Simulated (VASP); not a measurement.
# PtSe2 in VASP: further runs

The runs below take PtSe2 through single point, with PBE+D3(BJ).

Program: VASP 6.6.1. These are calculated values, not measurements. Logs are shortened: lines on timing, memory, paths and dates and some standing lists are left out, and cuts for length are marked.

### Step 1. The cell of the first run

The cell holds a slab with vacuum, 3 atoms: a = 3.772 Å, b = 3.772 Å, c = 31.122 Å, α = 90.00°, β = 90.00°, γ = 120.00°.

### Step 2. Single point, PBE+D3(BJ)

File INCAR:

```
ALGO = Normal
DIPOL = 0.5 0.5 0.500
EDIFF = 1E-6
ENCUT = 520
GGA = PE
IDIPOL = 3
ISIF = 2
ISMEAR = 0
IVDW = 12
LASPH = True
LCHARG = False
LDIPOL = True
LREAL = False
LWAVE = False
NBANDS = 18
NELM = 60
PREC = Accurate
SIGMA = 0.1
```

File KPOINTS:

```
k-points
0
Gamma
  6 6 1
```

File POSCAR:

```
PtSe2
1.0
    3.7717024412      0.0000000000      0.0000000000
   -1.8858512206      3.2663901296      0.0000000000
    0.0000000000      0.0000000000     31.1216233557
Se Pt
2 1
Direct
    0.6666666667      0.3333333333      0.4588579997
    0.3333333333      0.6666666667      0.5411420003
    0.0000000000      0.0000000000      0.5000000000
```

Potentials or basis: VASP PAW PBE potentials, release 64 (Se, Pt).

Started as:

```sh
> cat potpaw_PBE.64/Se/POTCAR potpaw_PBE.64/Pt/POTCAR > POTCAR
> mpirun -np 1 vasp_std > vasp.out
```

OUTCAR:

```text
EDIFF = 1E-6
   ENCUT = 520
   GGA = PE
   ISIF = 2
   ISMEAR = 0
   IVDW = 12
   LASPH = True
   LREAL = False
   NELM = 60
   PREC = Accurate
 IVDW          = 12

 ion  position               nearest neighbor table
   1  0.667  0.333  0.459-   3 2.53   3 2.53   3 2.53
   2  0.333  0.667  0.541-   3 2.53   3 2.53   3 2.53
   3  0.000  0.000  0.500-   1 2.53   2 2.53   1 2.53   2 2.53   1 2.53   2 2.53

  LATTYP: Found a hexagonal cell.
 ALAT       =     3.7717024412
 C/A-ratio  =     8.2513463988

  Lattice vectors:

 A1 = (   3.7717024412,   0.0000000000,   0.0000000000)
 A2 = (  -1.8858512206,   3.2663901296,   0.0000000000)
 A3 = (   0.0000000000,   0.0000000000,  31.1216233557)

Analysis of symmetry for initial positions (statically):
=====================================================================
 Subroutine PRICEL returns:
 Original cell was already a primitive cell.

 Routine SETGRP: Setting up the symmetry group for a
 hexagonal supercell.

 Subroutine GETGRP returns: Found 12 space group operations
 (whereof 12 operations were pure point group operations)
 out of a pool of 24 trial point group operations.

The static configuration has the point symmetry D_3d.

Analysis of symmetry for dynamics (positions and initial velocities):
=====================================================================
 Subroutine PRICEL returns:
 Original cell was already a primitive cell.

 Routine SETGRP: Setting up the symmetry group for a
 hexagonal supercell.

 Subroutine GETGRP returns: Found 12 space group operations
 (whereof 12 operations were pure point group operations)
 out of a pool of 24 trial point group operations.

The dynamic configuration has the point symmetry D_3d.

 Subroutine INISYM returns: Found 12 space group operations
 (whereof 12 operations are pure point group operations),
 and found     1 'primitive' translations

----------------------------------------------------------------------------------------

                                     Primitive cell

  volume of cell :     383.4138

  direct lattice vectors                    reciprocal lattice vectors
     3.771702441  0.000000000  0.000000000     0.265132262  0.153074183  0.000000000
    -1.885851221  3.266390130  0.000000000     0.000000000  0.306148366  0.000000000
     0.000000000  0.000000000 31.121623356     0.000000000  0.000000000  0.032132000

  length of vectors
     3.771702441  3.771702441 31.121623356     0.306148366  0.306148366  0.032132000

  position of ions in fractional coordinates (direct lattice)
     0.666666667  0.333333333  0.458858000
     0.333333333  0.666666667  0.541142000
     0.000000000  0.000000000  0.500000000

  ion indices of the primitive-cell ions
   primitive index   ion index
                 1           1
                 2           2
                 3           3

----------------------------------------------------------------------------------------

 KPOINTS: k-points

Automatic generation of k-mesh.
 Grid dimensions read from file:
 generate k-points for:    6    6    1

 Generating k-lattice:

  Cartesian coordinates                     Fractional coordinates (reciprocal lattice)
     0.044188710  0.025512364  0.000000000     0.166666667  0.000000000  0.000000000
     0.000000000  0.051024728  0.000000000     0.000000000  0.166666667  0.000000000
     0.000000000  0.000000000  0.032132000     0.000000000  0.000000000  1.000000000

  Length of vectors
     0.051024728  0.051024728  0.032132000

  Shift w.r.t. Gamma in fractional coordinates (k-lattice)
     0.000000000  0.000000000  0.000000000

 Subroutine IBZKPT returns following result:
 ===========================================

 Found      7 irreducible k-points:

 Following reciprocal coordinates:
            Coordinates               Weight
  0.000000  0.000000  0.000000      1.000000
  0.166667  0.000000  0.000000      6.000000
  0.333333  0.000000  0.000000      6.000000
  0.500000  0.000000  0.000000      3.000000
  0.166667  0.166667  0.000000      6.000000
  0.333333  0.166667  0.000000     12.000000
  0.333333  0.333333  0.000000      2.000000
   k-points           NKPTS =      7   k-points in BZ     NKDIM =      7   number of bands    NBANDS=     18
   number of dos      NEDOS =    301   number of ions     NIONS =      3
   total plane-waves  NPLWV = 188160
   dimension x,y,z NGX =    28 NGY =   28 NGZ =  240
   dimension x,y,z NGXF=    56 NGYF=   56 NGZF=  480
   ions per type =               2   1
   NGX,Y,Z   is equivalent  to a cutoff of  12.34, 12.34, 12.82 a.u.
   NGXF,Y,Z  is equivalent  to a cutoff of  24.68, 24.68, 25.64 a.u.
 SYSTEM =  unknown system
   PREC   = accura    normal or accurate (medium, high low for compatibility)
   ISTART =      0    job   : 0-new  1-cont  2-samecut
   ICHARG =      2    charge: 1-file 2-atom 10-const
   ISPIN  =      1    spin polarized calculation?
   LNONCOLLINEAR =      F non collinear calculations
[... 95 lines left out ...]
     11      -4.0702      2.00000
     12      -2.3236      0.00000
     13      -1.3396      0.00000
     14       1.3718      0.00000
     15       1.6967      0.00000
     16       2.1542      0.00000
     17       2.2217      0.00000
     18       2.4638      0.00000

 k-point     3 :       0.3333    0.0000    0.0000
  band No.  band energies     occupation
      1     -16.9748      2.00000
      2     -16.2043      2.00000
      3      -9.2826      2.00000
      4      -8.6188      2.00000
      5      -8.4521      2.00000
      6      -7.6848      2.00000
      7      -6.9198      2.00000
      8      -6.2041      2.00000
      9      -5.3002      2.00000
     10      -4.9049      2.00000
     11      -4.4565      2.00000
     12      -2.2227      0.00000
     13      -1.3694      0.00000
     14       1.0078      0.00000
     15       2.5254      0.00000
     16       2.7730      0.00000
     17       3.2288      0.00000
     18       3.4296      0.00000

 k-point     4 :       0.5000    0.0000    0.0000
  band No.  band energies     occupation
      1     -16.4797      2.00000
      2     -16.3360      2.00000
      3      -9.9733      2.00000
      4      -8.5552      2.00000
      5      -7.7841      2.00000
      6      -7.6365      2.00000
      7      -6.3009      2.00000
      8      -6.2392      2.00000
      9      -5.9100      2.00000
     10      -5.8817      2.00000
     11      -5.2592      2.00000
     12      -1.6327      0.00000
     13      -1.2515      0.00000
     14       0.7674      0.00000
     15       2.2548      0.00000
     16       3.7281      0.00000
     17       4.2050      0.00000
     18       4.6721      0.00000

 k-point     5 :       0.1667    0.1667    0.0000
  band No.  band energies     occupation
      1     -17.1667      2.00000
      2     -16.1722      2.00000
      3      -8.9108      2.00000
      4      -8.7948      2.00000
      5      -8.4251      2.00000
      6      -7.5867      2.00000
      7      -7.4665      2.00000
      8      -6.2001      2.00000
      9      -4.8204      2.00000
     10      -4.6906      2.00000
     11      -3.9624      2.00000
     12      -2.1892      0.00000
     13      -2.1615      0.00000
     14       2.2058      0.00000
     15       2.2686      0.00000
     16       2.3720      0.00000
     17       2.9970      0.00000
     18       3.1796      0.00000

 k-point     6 :       0.3333    0.1667    0.0000
  band No.  band energies     occupation
      1     -16.5511      2.00000
      2     -16.2697      2.00000
      3      -9.5384      2.00000
      4      -8.6967      2.00000
      5      -8.1051      2.00000
      6      -7.4472      2.00000
      7      -7.3614      2.00000
      8      -6.2340      2.00000
      9      -5.9642      2.00000
     10      -5.3258      2.00000
     11      -4.5876      2.00000
     12      -2.1306      0.00000
     13      -1.7372      0.00000
     14       1.5983      0.00000
     15       3.1617      0.00000
     16       3.6719      0.00000
     17       4.2100      0.00000
     18       4.5437      0.00000

 k-point     7 :       0.3333    0.3333    0.0000
  band No.  band energies     occupation
      1     -16.3088      2.00000
      2     -16.3088      2.00000
      3      -9.2069      2.00000
      4      -8.7584      2.00000
      5      -8.7584      2.00000
      6      -7.3449      2.00000
      7      -7.3449      2.00000
      8      -6.4769      2.00000
      9      -6.0863      2.00000
     10      -4.9545      2.00000
     11      -4.9545      2.00000
     12      -2.1566      0.00000
     13      -2.1566      0.00000
     14       2.1906      0.00000
     15       4.2288      0.00000
     16       4.2288      0.00000
     17       4.7704      0.00000
     18       4.8033      0.00000

------------------------ aborting loop because EDIFF is reached ----------------------------------------

 vacuum level on the upper side and lower side of the slab       (xc-potential included)        -0.007        -0.007

 Edisp (eV)   -0.87037

 E8    (eV) :    -0.4001

  FORCE on cell =-STRESS in cart. coord.  units (eV):
  Direction    XX          YY          ZZ          XY          YZ          ZX
  --------------------------------------------------------------------------------------
  -------------------------------------------------------------------------------------
  Total      -1.00995    -1.00995     0.18692     0.00000     0.00000    -0.00000
  in kB      -4.22031    -4.22031     0.78107     0.00000     0.00000    -0.00000
  external pressure =       -2.55 kB  Pullay stress =        0.00 kB

 VOLUME and BASIS-vectors are now :
 -----------------------------------------------------------------------------
  energy-cutoff  :      520.00
  volume of cell :      383.41
      direct lattice vectors                 reciprocal lattice vectors
     3.771702441  0.000000000  0.000000000     0.265132262  0.153074183  0.000000000
    -1.885851221  3.266390130  0.000000000     0.000000000  0.306148366  0.000000000
     0.000000000  0.000000000 31.121623356     0.000000000  0.000000000  0.032132000

 POSITION                                       TOTAL-FORCE (eV/Angst)
 -----------------------------------------------------------------------------------
      1.88585      1.08880     14.28041         0.000000      0.000000     -0.079072
     -0.00000      2.17759     16.84122        -0.000000      0.000000      0.079072
      0.00000      0.00000     15.56081         0.000000      0.000000      0.000000
 -----------------------------------------------------------------------------------
    total drift:                                0.000000      0.000000      0.000000

  FREE ENERGIE OF THE ION-ELECTRON SYSTEM (eV)
  ---------------------------------------------------
  free  energy   TOTEN  =       -15.1619726980 eV

  energy  without entropy=      -15.1619726980  energy(sigma->0) =      -15.16197270

 vacuum level on the upper side and lower side of the slab         1.760         1.760
```

Wall time 3.2 min (1 thread of AMD EPYC 7R13, shared host); peak memory 0.42 GiB.

What came out:

```yaml
Free_energy: -15.1620 eV
Largest_force: 0.079 eV/Å
Band_gap_on_the_k_mesh: 1.64 eV, indirect (least direct gap 1.75 eV)
Dispersion_energy_per_atom: -0.290 eV
```

Forces in eV/Å, atoms in the order of the input:
```
Se   0.000  0.000 -0.079
Se   0.000  0.000  0.079
Pt   0.000  0.000  0.000
```

Caveat: spin-orbit coupling is left out, which moves the levels of the heavy elements.

### Step 3. Single point, PBE+D3(BJ)

This run uses another cell than the first one, of 123.45 Å³/atom, 0.966 times its volume.

File INCAR:

```
SYSTEM = PtSe2
PREC = Accurate
ENCUT = 520
EDIFF = 1E-6
ISMEAR = 0
SIGMA = 0.02
LREAL = .FALSE.
LASPH = .TRUE.
NELM = 80
ALGO = Normal
ISIF = 2
LWAVE = .FALSE.
LCHARG = .TRUE.
LDIPOL = .TRUE.
IDIPOL = 3
DIPOL = 0.5 0.5 0.500
GGA = PE
IVDW = 12
LELF = .TRUE.
LVHAR = .TRUE.
LVACPOTAV = .TRUE.
NBANDS = 18
```

File KPOINTS:

```
Automatic mesh
0
G
  12 12 1
  0 0 0
```

File POSCAR:

```
PtSe2
1.0
    3.7068661436      0.0000000000      0.0000000000
   -1.8534330718      3.2102402487      0.0000000000
    0.0000000000      0.0000000000     31.1216233557
Se Pt
2 1
Direct
    0.6666666667      0.3333333333      0.4574342832
    0.3333333333      0.6666666667      0.5425657168
    0.0000000000      0.0000000000      0.5000000000
```

Potentials or basis: VASP PAW PBE potentials, release 64 (Se, Pt).

Started as:

```sh
> cat potpaw_PBE.64/Se/POTCAR potpaw_PBE.64/Pt/POTCAR > POTCAR
> mpirun -np 1 vasp_std > vasp.out
```

Wall time 7 min (1 thread of AMD EPYC 7R13, shared host); peak memory 0.49 GiB.

The run converged. Its results:

* Free energy: -15.1837 eV
* Band gap on the k mesh: 1.37 eV, indirect (least direct gap 1.66 eV)
* Dispersion energy per atom: -0.299 eV
* Ionisation potential of the upper face: 5.65 eV

Forces on the atoms (eV/Å):
```
Se   0.000  0.000  0.002
Se   0.000  0.000 -0.002
Pt   0.000  0.000  0.000
```

Levels at points of the mesh, in eV from the valence-band top:
```
           k point  band 9  band 10  band 11  band 12  band 13  band 14
(0.00, 0.00, 0.00)   -0.68     0.00     0.00     2.95     2.95     4.50
(0.50, 0.00, 0.00)   -1.97    -1.80    -1.48     2.40     2.69     4.66
```

Caveat: spin-orbit coupling is left out, which moves the levels of the heavy elements.

### Step 4. Single point, PBE+D3(BJ)

File INCAR:

```
ALGO = Normal
DIPOL = 0.5 0.5 0.500
EDIFF = 1E-6
ENCUT = 520
GGA = PE
IDIPOL = 3
ISIF = 2
ISMEAR = 0
IVDW = 12
LASPH = True
LCHARG = True
LDIPOL = True
LELF = True
LREAL = False
LVACPOTAV = True
LVHAR = True
LWAVE = False
NBANDS = 18
NELM = 80
PREC = Accurate
SIGMA = 0.02
```

File KPOINTS:

```
k-points
0
Gamma
  12 12 1
```

File POSCAR:

```
PtSe2
1.0
    3.7717024412      0.0000000000      0.0000000000
   -1.8858512206      3.2663901296      0.0000000000
    0.0000000000      0.0000000000     31.1216233557
Se Pt
2 1
Direct
    0.6666666667      0.3333333333      0.4588579997
    0.3333333333      0.6666666667      0.5411420003
    0.0000000000      0.0000000000      0.5000000000
```

Started as:

```sh
> cat potpaw_PBE.64/Se/POTCAR potpaw_PBE.64/Pt/POTCAR > POTCAR
> mpirun -np 1 vasp_std > vasp.out
```

Wall time 7 min (1 thread of AMD EPYC 7R13, shared host); peak memory 0.5 GiB.

The run converged. Its results:

```
Free energy                            : -15.1619 eV
Largest force                          : 0.093 eV/Å
Band gap on the k mesh                 : 1.36 eV, indirect (least direct gap 1.49 eV)
Dispersion energy per atom             : -0.290 eV
Ionisation potential of the upper face : 5.72 eV
```

Forces on the atoms (eV/Å):
```
Se   0.000  0.000 -0.093
Se   0.000  0.000  0.093
Pt   0.000  0.000  0.000
```

Levels at points of the mesh, in eV from the valence-band top:
| k point | band 9 | band 10 | band 11 | band 12 | band 13 | band 14 |
| --- | --- | --- | --- | --- | --- | --- |
| (0.00, 0.00, 0.00) | -0.53 | -0.08 | -0.08 | 2.93 | 2.93 | 4.50 |
| (0.50, 0.00, 0.00) | -1.95 | -1.92 | -1.30 | 2.33 | 2.71 | 4.73 |

Caveat: spin-orbit coupling is left out, which moves the levels of the heavy elements.

### Step 5. Single point, PBE+D3(BJ)

This run uses another cell than the first one: it holds 12 atoms, not 3.

File INCAR:

```
ALGO = Normal
DIPOL = 0.5 0.5 0.500
EDIFF = 1E-7
ENCUT = 520
GGA = PE
IDIPOL = 3
ISIF = 2
ISMEAR = 0
IVDW = 12
LASPH = True
LCHARG = False
LDIPOL = True
LREAL = False
LWAVE = False
NBANDS = 56
NELM = 60
PREC = Accurate
SIGMA = 0.1
```

File KPOINTS:

```
k-points
0
Gamma
  3 3 1
```

File POSCAR:

```
PtSe2
1.0
    7.5434048786      0.0000000000      0.0000000000
   -3.7717024393      6.5327802558      0.0000000000
    0.0000000000      0.0000000000     18.5608116858
Se Pt
8 4
Direct
    0.3333333333      0.1666666667      0.4310156331
    0.3333333333      0.6666666667      0.4310156331
    0.8333333333      0.1666666667      0.4310156331
    0.8333333333      0.6666666667      0.4310156331
    0.1666666667      0.3333333333      0.5697583820
    0.1666666667      0.8333333333      0.5697583820
    0.6666666667      0.3333333333      0.5697583820
    0.6666666667      0.8333333333      0.5697583820
    0.0000000000      0.0000000000      0.5003856264
    0.0000000000      0.5000000000      0.5003856264
    0.5000000000      0.0000000000      0.5003856264
    0.5000000000      0.5000000000      0.5003856264
```

Started as:

```sh
> cat potpaw_PBE.64/Se/POTCAR potpaw_PBE.64/Pt/POTCAR > POTCAR
> mpirun -np 1 vasp_std > vasp.out
```

Wall time 8.5 min (1 thread of Intel Xeon 6975P-C, shared host); peak memory 0.86 GiB.

It converged, with:

- Free energy: -60.6540 eV
- Band gap on the k mesh: 1.64 eV
- Dispersion energy per atom: -0.290 eV

Levels at points of the mesh, in eV from the valence-band top:
| k point | band 42 | band 43 | band 44 | band 45 | band 46 | band 47 |
| --- | --- | --- | --- | --- | --- | --- |
| (0.00, 0.00, 0.00) | -0.52 | -0.06 | -0.06 | 2.33 | 2.33 | 2.33 |

Caveat: spin-orbit coupling is left out, which moves the levels of the heavy elements.

### Step 6. Single point, PBE+D3(BJ)

This run uses another cell than the first one: it holds 12 atoms, not 3.

File INCAR:

```
PREC     = Accurate       # precision mode
ENCUT    = 520            # plane-wave cutoff, eV
EDIFF    = 1E-7           # SCF threshold, eV
ISMEAR   = 0              # smearing method
SIGMA    = 0.1            # smearing width, eV
LREAL    = F              # projectors in reciprocal space
LASPH    = T              # aspherical terms in the spheres
NELM     = 100            # most SCF steps
ALGO     = Normal         # electronic algorithm
ISIF     = 2              # what is computed and relaxed
LWAVE    = F              # write WAVECAR
LCHARG   = T              # write CHGCAR
LDIPOL   = T            
IDIPOL   = 3            
DIPOL    = 0.5 0.5 0.433
GGA      = PE             # functional
IVDW     = 12             # dispersion correction
LELF     = T              # ELF
LVHAR    = T            
LVACPOTAV= T            
NBANDS   = 56             # bands
```

File KPOINTS:

```
regular mesh
0
Gamma
  3 3 1
```

File POSCAR:

```
PtSe2
1.0
    7.5434048785      0.0000000000      0.0000000000
   -3.7717024393      6.5327802559      0.0000000000
    0.0000000000      0.0000000000     21.4645116858
Se Pt
8 4
Direct
    0.3333333333      0.1666666667      0.3727082226
    0.3333333333      0.6666666667      0.3727082226
    0.8333333333      0.1666666667      0.3727082226
    0.8333333333      0.6666666667      0.3727082226
    0.1675767777      0.3338443202      0.4919499095
    0.1674903553      0.8337367593      0.4929760337
    0.6655550765      0.3313200841      0.4926338576
    0.6655585528      0.8342657808      0.4926257034
   -0.0004947149     -0.0013282783      0.4329897921
   -0.0004927136      0.5008330824      0.4329797728
    0.4997117547     -0.0001435146      0.4323426014
    0.5008226197      0.5004179602      0.4326376769
```

Potentials or basis: VASP PAW PBE potentials, release 64 (Se, Pt).

Started as:

```sh
> cat potpaw_PBE.64/Se/POTCAR potpaw_PBE.64/Pt/POTCAR > POTCAR
> mpirun -np 1 vasp_std > vasp.out
```

Run time: 17 min. Hardware: 1 thread of Intel Xeon 6975P-C, shared host; peak memory 1 GiB.

Results (log left out):

```yaml
Free_energy: -60.6465 eV
Largest_force: 0.204 eV/Å
Band_gap_on_the_k_mesh: 1.62 eV
Dispersion_energy_per_atom: -0.290 eV
```

Forces in eV/Å, atoms in the order of the input:
```
Se  -0.037 -0.013 -0.011
Se  -0.029 -0.024 -0.012
Se   0.034  0.019  0.017
Se   0.011  0.007  0.024
Se  -0.036 -0.024  0.133
Se  -0.024 -0.013 -0.023
Se  -0.013  0.097  0.012
Se   0.078 -0.061  0.014
Pt  -0.036  0.179 -0.092
Pt   0.134 -0.119 -0.090
Pt  -0.003 -0.001  0.044
Pt  -0.080 -0.046 -0.015
```

Levels at points of the mesh, in eV from the valence-band top:
```tsv
k point	band 40	band 41	band 42	band 43	band 44	band 45	band 46	band 47	band 48	band 49
(0.00, 0.00, 0.00)	-1.30	-1.16	-0.53	-0.08	-0.08	2.31	2.32	2.33	2.67	2.70
```

Caveat: spin-orbit coupling is left out, which moves the levels of the heavy elements.

### Step 7. The runs side by side

| cell | k mesh | smearing | gap on the mesh (eV) | largest force (eV/Å) |
| --- | --- | --- | --- | --- |
| a = 3.772, b = 3.772, c = 31.122 Å, angles 90.0, 90.0, 120.0°, 3 atoms | 6 × 6 × 1 | gaussian 0.1 eV | 1.64 | 0.08 |
| a = 3.707, b = 3.707, c = 31.122 Å, angles 90.0, 90.0, 120.0°, 3 atoms | 12 × 12 × 1 | gaussian 0.02 eV | 1.37 | - |
| a = 3.772, b = 3.772, c = 31.122 Å, angles 90.0, 90.0, 120.0°, 3 atoms | 12 × 12 × 1 | gaussian 0.02 eV | 1.36 | 0.09 |
| a = 7.543, b = 7.543, c = 18.561 Å, angles 90.0, 90.0, 120.0°, 12 atoms | 3 × 3 × 1 | gaussian 0.1 eV | 1.64 | - |
| a = 7.543, b = 7.543, c = 21.465 Å, angles 90.0, 90.0, 120.0°, 12 atoms | 3 × 3 × 1 | gaussian 0.1 eV | 1.62 | 0.20 |

Alike in all rows: task single point; level PBE+D3(BJ); potentials or basis VASP PAW PBE potentials, release 64 (Se, Pt); no spin polarisation; cutoff (eV) 520.

Caveats: spin-orbit coupling is left out, which moves the levels of the heavy elements.

Absolute energies hang on the potentials; compare differences alone.
